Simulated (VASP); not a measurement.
A run of VASP 6.6.1 is set up as follows.

POSCAR

```
PtSe
1.0
    3.7018703300      0.0000000000      0.0000000000
   -1.8509351600      3.2059137500      0.0000000000
    0.0000000000      0.0000000000      3.6128420300
Pt Se
1 1
Direct
    0.0000000000      0.0000000000      0.0000000000
    0.6666666667      0.3333333333      0.5000000000
```

The input INCAR.step1:

```
PREC = Accurate
ENCUT = 400
EDIFF = 1E-5
ISMEAR = -1
SIGMA = 0.05
LREAL = False
LASPH = True
NELM = 120
ALGO = Normal
ISIF = 2
LWAVE = True
LCHARG = False
NBANDS = 15
GGA = PE
GGA_COMPAT = False
```

File INCAR.step2:

```
PREC = Accurate
ENCUT = 400
EDIFF = 1E-6
ISMEAR = -1
SIGMA = 0.05
LREAL = False
LASPH = True
NELM = 120
ALGO = Normal
ISIF = 2
LWAVE = False
LCHARG = False
GGA = PE
LHFCALC = True
AEXX = 0.05
HFSCREEN = 0.2
PRECFOCK = Normal
NBANDS = 15
ISTART = 1
GGA_COMPAT = False
```

The input KPOINTS:

```
Automatic mesh
0
Gamma
  4 4 4
```

Potentials or basis: VASP PAW PBE potentials, release 64 (Pt, Se).

Launch:

```sh
$ cat potpaw_PBE.64/Pt/POTCAR potpaw_PBE.64/Se/POTCAR > POTCAR
$ cp INCAR.step1 INCAR
$ mpirun -np 1 vasp_std > vasp.out
$ cp INCAR.step2 INCAR
$ mpirun -np 1 vasp_std > vasp.out
```

**Question.** What does it give for the band gap on the k mesh?

**Answer.** Zero (bands 8 and 9 overlap by 0.68 eV).

**Question.** Estimate the pressure.

**Answer.** -12.4 GPa.

Stress tensor (GPa, compression positive):
```
-10.66   0.00   0.00
  0.00 -10.66   0.00
  0.00   0.00 -15.94
```

Caveat: the k points lie up to 0.49 Å⁻¹ apart, too coarse for converged energies and pressures of a metal; the PAW data sets were made with another functional, which shifts forces and pressure a little; spin-orbit coupling is left out, which moves the levels of the heavy elements.
